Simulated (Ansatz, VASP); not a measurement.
## One calculation of Ta3H, two programs

```
Ta H
1.0
     4.60022    0.00000    0.00000
    -2.30011    3.98391    0.00000
     0.00000    0.00000   22.40177
Ta H
6 2
Direct
  0.66667 0.33333 0.17856
  0.33333 0.66667 0.22047
  0.00000 0.00000 0.26239
  0.66667 0.33333 0.30168
  0.33333 0.66667 0.33854
  0.00000 0.00000 0.37505
  0.17084 0.66667 0.45228
  0.49583 0.66667 0.45228
```

Alike in both runs: task single point; functional LDA; k mesh 6 × 6 × 1; occupations gaussian, width 0.1 eV; no spin polarisation.

```csv
,VASP,Ansatz
version,VASP 6.6.1,Ansatz 0.2.0
potentials or method,"VASP PAW LDA potentials, release 64 (Ta_pv, H), cutoff 520 eV","scalar-relativistic, plane waves, PAW"
valence electrons in the cell,68,80
```

|  | VASP | Ansatz | Ansatz less VASP |
| --- | --- | --- | --- |
| gap on the k mesh at the Fermi level (eV) | none | none | - |
| rms of the force components (eV/Å) | 0.922 | 0.912 | -0.0098 |

Ansatz warns that its potentials were made for another functional, while VASP's fit it. LDA's correlation is that of Perdew and Zunger in VASP and of Perdew and Wang (1992) in Ansatz. Atom by atom the forces differ by 0.024 eV/Å (rms over components). A gap of «none» marks a metal or a gap that the smearing closes. VASP's potentials hold 68 valence electrons a cell and Ansatz's 80, so a difference there can come from the potentials and not from the codes.

Neither program's run includes spin-orbit coupling.
